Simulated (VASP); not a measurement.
# Cl (Pm-3m) in VASP: a series of runs, part 2 of 2

VASP 6.6.1. Earlier steps stand in the parts before.

## 3. Density of states, LDA (volume scaled by 0.43)

POSCAR reads:

```
Cl
1.0
    2.0725568879      0.0000000000      0.0000000000
    0.0000000000      2.0725568879      0.0000000000
    0.0000000000      0.0000000000      2.0725568879
Cl
1
Direct
    0.0000000000      0.0000000000      0.0000000000
```

INCAR.step1 reads:

```
SYSTEM = Cl
ALGO = Normal
EDIFF = 1E-6
ENCUT = 520
GGA = CA
ISIF = 2
ISMEAR = -1
LASPH = .TRUE.
LCHARG = .TRUE.
LREAL = .FALSE.
LWAVE = .FALSE.
NBANDS = 10
NELM = 80
PREC = Accurate
SIGMA = 0.08
```

KPOINTS.step1 reads:

```
k-points
0
G
  15 15 15
  0 0 0
```

INCAR.step2 reads:

```
SYSTEM = Cl
ALGO = Normal
EDIFF = 1E-6
ENCUT = 520
GGA = CA
ICHARG = 11
ISIF = 2
ISMEAR = -5
LASPH = .TRUE.
LCHARG = .FALSE.
LORBIT = 11
LREAL = .FALSE.
LWAVE = .FALSE.
NEDOS = 1001
NELM = 80
PREC = Accurate
SIGMA = 0.08
```

KPOINTS.step2 reads:

```
k-points
0
G
  23 23 23
  0 0 0
```

Potentials or basis: VASP PAW LDA potentials, release 64 (Cl).

Started as:

```sh
cat potpaw_LDA.64/Cl/POTCAR > POTCAR
cp INCAR.step1 INCAR
cp KPOINTS.step1 KPOINTS
mpirun -np 1 vasp_std > vasp.out
cp INCAR.step2 INCAR
cp KPOINTS.step2 KPOINTS
mpirun -np 1 vasp_std > vasp.out
```

OUTCAR:

```text
SYSTEM = Cl
   EDIFF = 1E-6
   ENCUT = 520
   GGA = CA
   ICHARG = 11
   ISIF = 2
   ISMEAR = -5
   LASPH = .TRUE.
   LORBIT = 11
   LREAL = .FALSE.
   NELM = 80
   PREC = Accurate

 ion  position               nearest neighbor table
   1  0.000  0.000  0.000-

  LATTYP: Found a simple cubic cell.
 ALAT       =     2.0725568879

  Lattice vectors:

 A1 = (   2.0725568879,   0.0000000000,   0.0000000000)
 A2 = (   0.0000000000,   2.0725568879,   0.0000000000)
 A3 = (   0.0000000000,   0.0000000000,   2.0725568879)

Analysis of symmetry for initial positions (statically):
=====================================================================
 Subroutine PRICEL returns:
 Original cell was already a primitive cell.

 Routine SETGRP: Setting up the symmetry group for a
 simple cubic supercell.

 Subroutine GETGRP returns: Found 48 space group operations
 (whereof 48 operations were pure point group operations)
 out of a pool of 48 trial point group operations.

The static configuration has the point symmetry O_h .

Analysis of symmetry for dynamics (positions and initial velocities):
=====================================================================
 Subroutine PRICEL returns:
 Original cell was already a primitive cell.

 Routine SETGRP: Setting up the symmetry group for a
 simple cubic supercell.

 Subroutine GETGRP returns: Found 48 space group operations
 (whereof 48 operations were pure point group operations)
 out of a pool of 48 trial point group operations.

The dynamic configuration has the point symmetry O_h .

 Subroutine INISYM returns: Found 48 space group operations
 (whereof 48 operations are pure point group operations),
 and found     1 'primitive' translations

----------------------------------------------------------------------------------------

                                     Primitive cell

[... 107 lines left out ...]
   IALGO  =     38    algorithm
   IMIX   =      4    mixing-type and parameters
     AMIX     =   0.40;   BMIX     =  1.00
     AMIX_MAG =   1.60;   BMIX_MAG =  1.00
  volume/ion in A,a.u.               =       8.90        60.08
  Fermi-wavevector in a.u.,A,eV,Ry     =   1.511011  2.855397 31.064212  2.283155
  Thomas-Fermi vector in A             =   2.621125
   LORBIT       =     11    0 simple, 1 ext, 2 COOP (PROOUT), +10 PAW based schemes
   GGA     = CA    functional components
   LHFCALC =     F    Hartree Fock is set to
   AEXX    =    0.0000 exact exchange contribution
   IVDW    =     0    specifies the selected vdW correction
   LEPSILON=     F    determine dielectric tensor
   LRPA    =     F    only Hartree local field effects (RPA)
 non-spin polarized calculation
 Fermi weights with tetrahedron method with Bloechl corrections
  energy-cutoff  :      520.00
  volume of cell :        8.90
 maximum number of plane-waves:       256
 NGX is ok and might be reduce to    16

 number of electron       7.0000001 magnetization

 Free energy of the ion-electron system (eV)
  ---------------------------------------------------
  ext. energy  EPLUGINS =         0.00000000
  ---------------------------------------------------
  free energy    TOTEN  =         3.03262317 eV

  energy without entropy =        3.03262317  energy(sigma->0) =        3.03262317

 E-fermi :  18.8817     XC(G=0): -14.2348

 val. band max:       18.9769625025   @ k =   0.1304   0.0000   0.0000
 cond. band min:      18.8307598539   @ k =   0.1739   0.0435   0.0435
 fundamental gap:     -0.1462026486
 Fermi energy:        18.8816596516

 k-point     1 :       0.0000    0.0000    0.0000
  band No.  band energies     occupation
      1      -9.6100      2.00000
      2      18.6015      2.00000
      3      18.6015      2.00000
      4      18.6015      2.00000
      5      23.1448      0.00000
      6      23.1448      0.00000
      7      32.8366      0.00000
[... 221 lines left out ...]
 k-point    24 :       0.0870    0.0870    0.0000
  band No.  band energies     occupation
      1      -9.1515      2.00000
      2      15.5942      2.00000
      3      16.6376      2.00000
      4      18.9380      1.33524
      5      24.7441      0.00000
      6      27.0053      0.00000
      7      34.0050      0.00000

 [... further k-points ...]
[... 5 lines left out ...]
  --------------------------------------------------------------------------------------
  -------------------------------------------------------------------------------------
  Total       12.7144465     12.7144465     12.7144465      0.0000000      0.0000000     -0.0000000
  in kB     2288.1719713   2288.1719713   2288.1719713      0.0000000      0.0000000     -0.0000000
  external PRESSURE =    2288.1719713 kB  Pullay stress =       0.0000000 kB

 VOLUME and BASIS-vectors are now :
 -----------------------------------------------------------------------------
  energy-cutoff  :      520.00
  volume of cell :        8.90
      direct lattice vectors                 reciprocal lattice vectors
     2.072556888  0.000000000  0.000000000     0.482495803  0.000000000  0.000000000
     0.000000000  2.072556888  0.000000000     0.000000000  0.482495803  0.000000000
     0.000000000  0.000000000  2.072556888     0.000000000  0.000000000  0.482495803

 POSITION                                       TOTAL-FORCE (eV/Angst)
 -----------------------------------------------------------------------------------
      0.00000      0.00000      0.00000         0.000000      0.000000      0.000000
 -----------------------------------------------------------------------------------
    total drift:                                0.000000     -0.000000     -0.000000

  FREE ENERGIE OF THE ION-ELECTRON SYSTEM (eV)
  ---------------------------------------------------
  free  energy   TOTEN  =         3.0326231742 eV

  energy  without entropy=        3.0326231742  energy(sigma->0) =        3.03262317

 total charge

# of ion       s       p       d       tot
------------------------------------------
    1        1.734   3.396   0.000   5.130
```

Run time: 5.5 s. Hardware: 1 thread of Intel Xeon 6975P-C (Granite Rapids), shared host; peak memory 0.12 GiB.

Results:

```yaml
Valence_electrons_inside_the_program's_atomic_spheres: Cl 5.13
```

Caveat: an odd number of electrons without spin polarisation forces a metal; a magnetic or distorted state may lie lower; tetrahedron occupations give inexact forces and stress in metals.
